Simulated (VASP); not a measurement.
# Al2Cu (P-6m2) in VASP: a series of runs

The runs below take Al2Cu through single point, relaxation of cell and atoms, with PBE.

All numbers are computed with VASP 6.6.1; they aren't measurements. Logs are shortened: lines on timing, memory, paths and dates and some standing lists are left out, and cuts for length are marked.

## Step 1: The cell of the first run

Symmetry: P-6m2, No. 187, hexagonal system. Conventional cell: a = 2.764 Å, b = 2.764 Å, c = 13.308 Å, α = 90.00°, β = 90.00°, γ = 120.00°. Within 3.6 Å of Al (site symmetry -6m2) lie 12 Al at 2.73 to 2.76 Å. Al (site symmetry 3m) has 3 Cu at 2.73 Å and 9 Al at 2.73 to 2.76 Å within 3.6 Å. Al (site symmetry -6m2) has 6 Cu at 2.73 Å and 6 Al at 2.76 Å within 3.6 Å. Within 3.6 Å of Cu (site symmetry 3m) lie 6 Al at 2.73 Å and 6 Cu at 2.76 Å.

## Step 2: Single point, PBE

The input, INCAR:

```
ALGO = Normal ; EDIFF = 1E-6
ENCUT = 520 ; GGA = PE
ISIF = 2 ; ISMEAR = 0
LASPH = T ; LCHARG = F
LREAL = F ; LWAVE = F
NBANDS = 26 ; NELM = 80
PREC = Accurate ; SIGMA = 0.1
```

The input, KPOINTS:

```
k-points
0
Gamma
  6 6 2
```

The input, POSCAR:

```
Al2Cu
1.0
    2.7637371900      0.0000000000      0.0000000000
   -1.3818685900      2.3934666100      0.0000000000
    0.0000000000      0.0000000000     13.3083005200
Al Cu
4 2
Direct
    0.3333333300      0.6666666700      0.0000000000
    0.6666666700      0.3333333300      0.8333333300
    0.6666666700      0.3333333300      0.1666666700
    0.6666666700      0.3333333300      0.5000000000
    0.3333333300      0.6666666700      0.6666666700
    0.3333333300      0.6666666700      0.3333333300
```

Potentials or basis: VASP PAW PBE potentials, release 64 (Al, Cu).

Launch:

```sh
$ cat potpaw_PBE.64/Al/POTCAR potpaw_PBE.64/Cu/POTCAR > POTCAR
$ mpirun -np 1 vasp_std > vasp.out
```

OUTCAR:

```text
EDIFF = 1E-6
   ENCUT = 520
   GGA = PE
   ISIF = 2
   ISMEAR = 0
   LASPH = T
   LREAL = F
   NELM = 80
   PREC = Accurate

 ion  position               nearest neighbor table
   1  0.333  0.667  0.000-   2 2.73   3 2.73   2 2.73   3 2.73   2 2.73   3 2.73
   2  0.667  0.333  0.833-   5 2.73   5 2.73   5 2.73   1 2.73   1 2.73   1 2.73
   3  0.667  0.333  0.167-   6 2.73   6 2.73   6 2.73   1 2.73   1 2.73   1 2.73
   4  0.667  0.333  0.500-   5 2.73   6 2.73   5 2.73   6 2.73   5 2.73   6 2.73
   5  0.333  0.667  0.667-   2 2.73   2 2.73   2 2.73   4 2.73   4 2.73   4 2.73
   6  0.333  0.667  0.333-   3 2.73   3 2.73   3 2.73   4 2.73   4 2.73   4 2.73

  LATTYP: Found a hexagonal cell.
 ALAT       =     2.7637371900
 C/A-ratio  =     4.8153277990

  Lattice vectors:

 A1 = (   2.7637371900,   0.0000000000,   0.0000000000)
 A2 = (  -1.3818685900,   2.3934666100,   0.0000000000)
 A3 = (   0.0000000000,   0.0000000000,  13.3083005200)

Analysis of symmetry for initial positions (statically):
=====================================================================
 Subroutine PRICEL returns:
 Original cell was already a primitive cell.

 Routine SETGRP: Setting up the symmetry group for a
 hexagonal supercell.

 Subroutine GETGRP returns: Found 12 space group operations
 (whereof 12 operations were pure point group operations)
 out of a pool of 24 trial point group operations.

The static configuration has the point symmetry D_3h.

Analysis of symmetry for dynamics (positions and initial velocities):
=====================================================================
 Subroutine PRICEL returns:
 Original cell was already a primitive cell.

 Routine SETGRP: Setting up the symmetry group for a
 hexagonal supercell.

 Subroutine GETGRP returns: Found 12 space group operations
 (whereof 12 operations were pure point group operations)
 out of a pool of 24 trial point group operations.

The dynamic configuration has the point symmetry D_3h.

 Subroutine INISYM returns: Found 12 space group operations
 (whereof 12 operations are pure point group operations),
 and found     1 'primitive' translations

----------------------------------------------------------------------------------------

                                     Primitive cell

  volume of cell :      88.0332

  direct lattice vectors                    reciprocal lattice vectors
     2.763737190  0.000000000  0.000000000     0.361828905  0.208902015  0.000000000
    -1.381868590  2.393466610  0.000000000     0.000000000  0.417804032  0.000000000
     0.000000000  0.000000000 13.308300520     0.000000000  0.000000000  0.075141074

  length of vectors
     2.763737190  2.763737182 13.308300520     0.417804031  0.417804032  0.075141074

  position of ions in fractional coordinates (direct lattice)
     0.333333330  0.666666670  0.000000000
     0.666666670  0.333333330  0.833333330
     0.666666670  0.333333330  0.166666670
     0.666666670  0.333333330  0.500000000
     0.333333330  0.666666670  0.666666670
     0.333333330  0.666666670  0.333333330

  ion indices of the primitive-cell ions
   primitive index   ion index
                 1           1
                 2           2
                 3           3
                 4           4
                 5           5
                 6           6

----------------------------------------------------------------------------------------

 KPOINTS: k-points

Automatic generation of k-mesh.
 Grid dimensions read from file:
 generate k-points for:    6    6    2

 Generating k-lattice:

  Cartesian coordinates                     Fractional coordinates (reciprocal lattice)
     0.060304817  0.034817003  0.000000000     0.166666667  0.000000000  0.000000000
     0.000000000  0.069634005  0.000000000     0.000000000  0.166666667  0.000000000
     0.000000000  0.000000000  0.037570537     0.000000000  0.000000000  0.500000000

  Length of vectors
     0.069634005  0.069634005  0.037570537

  Shift w.r.t. Gamma in fractional coordinates (k-lattice)
     0.000000000  0.000000000  0.000000000

 Subroutine IBZKPT returns following result:
 ===========================================

 Found     14 irreducible k-points:

 Following reciprocal coordinates:
            Coordinates               Weight
  0.000000  0.000000  0.000000      1.000000
  0.166667  0.000000  0.000000      6.000000
  0.333333 -0.000000  0.000000      6.000000
  0.500000 -0.000000  0.000000      3.000000
  0.166667  0.166667  0.000000      6.000000
  0.333333  0.166667  0.000000     12.000000
  0.333333  0.333333  0.000000      2.000000
  0.000000  0.000000  0.500000      1.000000
  0.166667  0.000000  0.500000      6.000000
  0.333333 -0.000000  0.500000      6.000000
  0.500000 -0.000000  0.500000      3.000000
  0.166667  0.166667  0.500000      6.000000
  0.333333  0.166667  0.500000     12.000000
  0.333333  0.333333  0.500000      2.000000
   k-points           NKPTS =     14   k-points in BZ     NKDIM =     14   number of bands    NBANDS=     26
   number of dos      NEDOS =    301   number of ions     NIONS =      6
   total plane-waves  NPLWV =  57600
   dimension x,y,z NGX =    24 NGY =   24 NGZ =  100
   dimension x,y,z NGXF=    48 NGYF=   48 NGZF=  200
   ions per type =               4   2
   NGX,Y,Z   is equivalent  to a cutoff of  14.44, 14.44, 12.49 a.u.
   NGXF,Y,Z  is equivalent  to a cutoff of  28.87, 28.87, 24.98 a.u.
 SYSTEM =  unknown system
   PREC   = accura    normal or accurate (medium, high low for compatibility)
   ISTART =      0    job   : 0-new  1-cont  2-samecut
   ICHARG =      2    charge: 1-file 2-atom 10-const
   ISPIN  =      1    spin polarized calculation?
   LNONCOLLINEAR =      F non collinear calculations
   LSORBIT =      F    spin-orbit coupling
   LASPH  =      T    aspherical Exc in radial PAW
   ENCUT  =  520.0 eV  38.22 Ry    6.18 a.u.   5.14  5.14 24.74*2*pi/ulx,y,z
   NELM   =     80;   NELMIN=  2; NELMDL= -5     # of ELM steps
   EDIFF  = 0.1E-05   stopping-criterion for ELM
   LREAL  =      F    real-space projection
   EDIFFG = 0.1E-04   stopping-criterion for IOM
   NSW    =      0    number of steps for IOM
   IBRION =     -1    ionic relax: 0-MD 1-quasi-New 2-CG
   NFREE  =      0    steps in history (QN), initial steepest desc. (CG)
   ISIF   =      2    stress and relaxation
   ISYM   =      2    0-nonsym 1-usesym 2-fastsym
   POTIM  = 0.5000    time-step for ionic-motion
   TEBEG  =    0.0;   TEEND  =   0.0 temperature during run
   PSTRESS=    0.0 pullay stress
   NELECT =      34.0000    total number of electrons
   NUPDOWN=      -1.0000    fix difference up-down
   EMIN   =  10.00;   EMAX   =-10.00  energy-range for DOS
   EFERMI =   0.00;   METHOD = LEGACY
   ISMEAR =     0;   SIGMA  =   0.10  broadening in eV -4-tet -1-fermi 0-gaus
   EFERMI_NEDOS =   21; number of points for ismear=-14 and -15
   IALGO  =     38    algorithm
   IMIX   =      4    mixing-type and parameters
     AMIX     =   0.40;   BMIX     =  1.00
     AMIX_MAG =   1.60;   BMIX_MAG =  1.00
  volume/ion in A,a.u.               =      14.67        99.01
  Fermi-wavevector in a.u.,A,eV,Ry     =   1.192209  2.252947 19.338793  1.421361
  Thomas-Fermi vector in A             =   2.328252
   LORBIT       =      0    0 simple, 1 ext, 2 COOP (PROOUT), +10 PAW based schemes
   GGA     = PE    functional components
   LHFCALC =     F    Hartree Fock is set to
   AEXX    =    0.0000 exact exchange contribution
   IVDW    =     0    specifies the selected vdW correction
   LEPSILON=     F    determine dielectric tensor
   LRPA    =     F    only Hartree local field effects (RPA)
 non-spin polarized calculation
 Gauss-broadening in eV      SIGMA  =   0.10
  energy-cutoff  :      520.00
  volume of cell :       88.03
 maximum number of plane-waves:      2389
 NGX is ok and might be reduce to    24
   NGX = 11   NGY = 11   NGZ = 49

 number of electron      33.9999986 magnetization

 Free energy of the ion-electron system (eV)
  ---------------------------------------------------
  ext. energy  EPLUGINS =         0.00000000
  ---------------------------------------------------
  free energy    TOTEN  =       -22.45070749 eV

  energy without entropy =      -22.43129827  energy(sigma->0) =      -22.44100288

 E-fermi :   8.0292     XC(G=0): -10.9407

 val. band max:        8.0262985078   @ k =   0.3333   0.3333   0.0000
 cond. band min:       8.0455421428   @ k =   0.3333  -0.0000   0.5000
 fundamental gap:      0.0192436350
 Fermi energy:         8.0291517361

 k-point     1 :       0.0000    0.0000    0.0000
  band No.  band energies     occupation
      1      -3.2834      2.00000
      2      -2.0614      2.00000
      3      -1.8531      2.00000
      4       0.4733      2.00000
      5       1.0665      2.00000
      6       3.5074      2.00000
[... 18 lines left out ...]
     25      20.1204      0.00000
     26      20.9912      0.00000

 k-point     2 :       0.1667    0.0000    0.0000
  band No.  band energies     occupation
      1      -2.5704      2.00000
      2      -1.3558      2.00000
      3      -1.1470      2.00000
      4       1.1305      2.00000
      5       1.7853      2.00000
      6       3.8996      2.00000
[... 18 lines left out ...]
     25      17.7829      0.00000
     26      18.5084      0.00000

 k-point     3 :       0.3333   -0.0000    0.0000
  band No.  band energies     occupation
      1      -0.4626      2.00000
      2       0.6762      2.00000
      3       0.9078      2.00000
      4       2.8645      2.00000
      5       3.5095      2.00000
      6       4.2199      2.00000
[... 282 lines left out ...]
 k-point    13 :       0.3333    0.1667    0.5000
  band No.  band energies     occupation
      1       1.6008      2.00000
      2       2.3625      2.00000
      3       2.9353      2.00000
      4       3.8838      2.00000
      5       4.0755      2.00000
      6       4.2445      2.00000
[... 18 lines left out ...]
     25      12.3961      0.00000
     26      13.4178      0.00000

 k-point    14 :       0.3333    0.3333    0.5000
  band No.  band energies     occupation
      1       4.1535      2.00000
      2       4.1599      2.00000
      3       4.1726      2.00000
      4       4.2624      2.00000
      5       4.3292      2.00000
      6       4.3734      2.00000
[... 18 lines left out ...]
     25      11.5605      0.00000
     26      11.7846      0.00000

------------------------ aborting loop because EDIFF is reached ----------------------------------------

  FORCE on cell =-STRESS in cart. coord.  units (eV):
  Direction    XX          YY          ZZ          XY          YZ          ZX
  --------------------------------------------------------------------------------------
  -------------------------------------------------------------------------------------
  Total        1.2909686      1.2909685     -2.3055923      0.0000000     -0.0000000     -0.0000000
  in kB       23.4952208     23.4952207    -41.9610536      0.0000000     -0.0000000     -0.0000000
  external PRESSURE =       1.6764626 kB  Pullay stress =       0.0000000 kB

 VOLUME and BASIS-vectors are now :
 -----------------------------------------------------------------------------
  energy-cutoff  :      520.00
  volume of cell :       88.03
      direct lattice vectors                 reciprocal lattice vectors
     2.763737190  0.000000000  0.000000000     0.361828905  0.208902015  0.000000000
    -1.381868590  2.393466610  0.000000000     0.000000000  0.417804032  0.000000000
     0.000000000  0.000000000 13.308300520     0.000000000  0.000000000  0.075141074

 POSITION                                       TOTAL-FORCE (eV/Angst)
 -----------------------------------------------------------------------------------
     -0.00000      1.59564      0.00000        -0.000000      0.000000     -0.000000
      1.38187      0.79782     11.09025         0.000000      0.000000     -0.887940
      1.38187      0.79782      2.21805         0.000000      0.000000      0.887940
      1.38187      0.79782      6.65415         0.000000     -0.000000     -0.000000
     -0.00000      1.59564      8.87220        -0.000000     -0.000000     -0.075111
     -0.00000      1.59564      4.43610        -0.000000     -0.000000      0.075111
 -----------------------------------------------------------------------------------
    total drift:                                0.000005     -0.000003     -0.000000

  FREE ENERGIE OF THE ION-ELECTRON SYSTEM (eV)
  ---------------------------------------------------
  free  energy   TOTEN  =       -22.4507074913 eV

  energy  without entropy=      -22.4312982661  energy(sigma->0) =      -22.44100288
```

Run time: 82 s. Hardware: 1 thread of Intel Xeon Platinum 8375C at 2.90GHz (Ice Lake), shared host; peak memory 0.22 GiB.

What came out:

```yaml
Free_energy: -22.4507 eV
Pressure: 0.2 GPa
Largest_force: 0.888 eV/Å
Band_gap_on_the_k_mesh: zero (bands 17 and 18 overlap by 2.20 eV)
```

Forces in eV/Å, atoms in the order of the input:
```
Al   0.000  0.000  0.000
Al   0.000  0.000 -0.888
Al   0.000  0.000  0.888
Al   0.000  0.000  0.000
Cu   0.000  0.000 -0.075
Cu   0.000  0.000  0.075
```

Stress tensor (GPa, compression positive):
```
 2.35  0.00  0.00
 0.00  2.35  0.00
 0.00  0.00 -4.20
```

Caveat: the k points lie up to 0.44 Å⁻¹ apart, too coarse for converged energies and pressures of a metal.

## Step 3: Single point, PBE

This run uses another cell than the first one, of 14.81 Å³/atom.

The input, INCAR:

```
SYSTEM = Al2Cu
PREC     = Accurate       ! precision mode
ENCUT    = 520            ! plane-wave cutoff, eV
EDIFF    = 1E-6           ! SCF threshold, eV
ISMEAR   = 0              ! smearing method
SIGMA    = 0.1            ! smearing width, eV
LREAL    = .FALSE.        ! projectors in reciprocal space
LASPH    = .TRUE.         ! aspherical terms in the spheres
NELM     = 60             ! most SCF steps
ALGO     = Normal         ! electronic algorithm
ISIF     = 2              ! what is computed and relaxed
LWAVE    = .FALSE.        ! write WAVECAR
LCHARG   = .FALSE.        ! write CHGCAR
GGA      = PE             ! functional
NBANDS   = 26             ! bands
```

The input, KPOINTS:

```
regular mesh
0
G
  6 6 2
  0 0 0
```

The input, POSCAR:

```
Al2Cu
1.0
    2.8652370344     -0.0000000030      0.0000000000
   -1.4326185146      2.4813680611      0.0000000000
    0.0000000000      0.0000000000     12.4998898538
Al Cu
4 2
Direct
    0.3333333333      0.6666666667      0.0000000000
    0.6666666667      0.3333333333      0.8185234021
    0.6666666667      0.3333333333      0.1814765979
    0.6666666667      0.3333333333      0.5000000000
    0.3333333333      0.6666666667      0.6578967136
    0.3333333333      0.6666666667      0.3421032864
```

Potentials or basis: VASP PAW PBE potentials, release 64 (Al, Cu).

Launch:

```sh
$ cat potpaw_PBE.64/Al/POTCAR potpaw_PBE.64/Cu/POTCAR > POTCAR
$ mpirun -np 1 vasp_std > vasp.out
```

Run time: 71 s. Hardware: 1 thread of Intel Xeon Platinum 8375C at 2.90GHz (Ice Lake), shared host; peak memory 0.22 GiB.

The run converged. Its results:

```yaml
Free_energy: -22.7973 eV
Pressure: 0.2 GPa
Largest_force: 0.037 eV/Å
Band_gap_on_the_k_mesh: zero (bands 17 and 18 overlap by 3.19 eV)
```

Forces in eV/Å, atoms in the order of the input:
```
Al   0.000  0.000  0.000
Al   0.000  0.000  0.037
Al   0.000  0.000 -0.037
Al   0.000  0.000  0.000
Cu   0.000  0.000 -0.007
Cu   0.000  0.000  0.007
```

Stress tensor (GPa, compression positive):
```
0.21 0.00 0.00
0.00 0.21 0.00
0.00 0.00 0.11
```

Levels at points of the mesh, in eV from the Fermi level:
```csv
k point,band 15,band 16,band 17,band 18,band 19,band 20
"(0.00, 0.00, 0.00)",-3.21,-2.83,-0.85,4.47,4.66,10.66
"(0.50, 0.00, 0.00)",-2.66,-2.19,-0.91,-0.71,0.28,0.58
"(0.00, 0.00, 0.50)",-3.21,-3.21,0.45,2.12,7.49,8.66
"(0.50, 0.00, 0.50)",-2.37,-1.91,-1.52,-0.92,1.17,1.54
```

Caveat: the k points lie up to 0.42 Å⁻¹ apart, too coarse for converged energies and pressures of a metal.

## Step 4: Relaxation of cell and atoms, PBE

The input, INCAR:

```
ALGO = Normal
EDIFF = 1E-6
EDIFFG = -0.04
ENCUT = 600
GGA = PE
IBRION = 2
ISIF = 3
ISMEAR = 0
LASPH = T
LCHARG = F
LREAL = F
LWAVE = F
NELM = 100
NSW = 90
PREC = Accurate
SIGMA = 0.1
```

The input, KPOINTS:

```
k-points
0
Gamma
  6 6 2
```

The input, POSCAR:

```
Al2Cu
1.0
    2.7637371900      0.0000000000      0.0000000000
   -1.3818685900      2.3934666100      0.0000000000
    0.0000000000      0.0000000000     13.3083005200
Al Cu
4 2
Direct
    0.3333333300      0.6666666700      0.0000000000
    0.6666666700      0.3333333300      0.8333333300
    0.6666666700      0.3333333300      0.1666666700
    0.6666666700      0.3333333300      0.5000000000
    0.3333333300      0.6666666700      0.6666666700
    0.3333333300      0.6666666700      0.3333333300
```

Launch:

```sh
$ cat potpaw_PBE.64/Al/POTCAR potpaw_PBE.64/Cu/POTCAR > POTCAR
$ mpirun -np 1 vasp_std > vasp.out
```

Wall time 8.9 min (1 thread of Intel Xeon Platinum 8375C at 2.90GHz (Ice Lake), shared host); peak memory 0.26 GiB.

Results (log left out):

```
Free energy                           : -22.7981 eV
Relaxed volume                        : 14.83 Å³/atom
Relaxed cell                          : a = 2.867 Å, b = 2.867 Å, c = 12.500 Å, α = 90.00°, β = 90.00°, γ = 120.00°
Space group after relaxing (to 0.1 Å) : P-6m2 (No. 187)
Energy gained by relaxing             : 57.8 meV/atom
Ionic steps                           : 14
Pressure after relaxing               : 0.1 GPa
Largest force after relaxing          : 0.023 eV/Å
Band gap on the k mesh                : zero (bands 17 and 18 overlap by 3.17 eV)
```

Forces on the atoms (eV/Å):
```
Al   0.000  0.000  0.000
Al   0.000  0.000 -0.023
Al   0.000  0.000  0.023
Al   0.000  0.000  0.000
Cu   0.000  0.000 -0.007
Cu   0.000  0.000  0.007
```

Stress tensor (GPa, compression positive):
```
0.10 0.00 0.00
0.00 0.10 0.00
0.00 0.00 0.20
```

Step by step:
```tsv
step	energy change (eV)	largest force (eV/Å)	pressure (GPa)	volume (Å³)
1	0.0000	0.8965	1.00	88.03
2	-0.1263	0.5975	-1.08	89.18
3	-0.2597	0.5016	-2.87	92.32
4	-0.2742	0.3790	-2.51	91.37
5	-0.2764	0.4049	-2.57	91.59
6	-0.2984	0.4154	1.85	87.71
7	-0.3096	0.4183	-0.01	89.10
8	-0.3352	0.2292	0.70	88.33
9	-0.3384	0.1301	1.02	87.93
10	-0.3447	0.0569	-0.51	89.43
11	-0.3450	0.0497	-0.26	89.18
12	-0.3467	0.0558	-0.04	89.09
13	-0.3467	0.0550	-0.07	89.10
14	-0.3470	0.0230	0.13	88.97
```

Final structure:
```yaml
crystal:
  lattice:
    - [2.86685, 0.00000, 0.00000]
    - [-1.43342, 2.48276, 0.00000]
    - [0.00000, 0.00000, 12.49954]
  atoms:
    - { symbol: Al, position: [0.33333, 0.66667, 0.00000] }
    - { symbol: Al, position: [0.66667, 0.33333, 0.81925] }
    - { symbol: Al, position: [0.66667, 0.33333, 0.18075] }
    - { symbol: Al, position: [0.66667, 0.33333, 0.50000] }
    - { symbol: Cu, position: [0.33333, 0.66667, 0.65820] }
    - { symbol: Cu, position: [0.33333, 0.66667, 0.34180] }
```

Levels at points of the mesh, in eV from the Fermi level:
| k point | band 14 | band 15 | band 16 | band 17 | band 18 | band 19 | band 20 | band 21 |
| --- | --- | --- | --- | --- | --- | --- | --- | --- |
| (0.00, 0.00, 0.00) | -3.19 | -3.19 | -2.82 | -0.83 | 4.48 | 4.65 | 10.62 | 10.62 |
| (0.50, 0.00, 0.00) | -2.67 | -2.67 | -2.19 | -0.90 | -0.71 | 0.28 | 0.58 | 2.60 |
| (0.00, 0.00, 0.50) | -3.22 | -3.19 | -3.19 | 0.47 | 2.12 | 7.50 | 8.67 | 10.65 |
| (0.50, 0.00, 0.50) | -2.67 | -2.36 | -1.91 | -1.53 | -0.91 | 1.17 | 1.54 | 1.91 |

Caveat: the k points lie up to 0.42 Å⁻¹ apart in the final cell, too coarse for converged energies and pressures of a metal.

(Continued in part 2 of 2.)
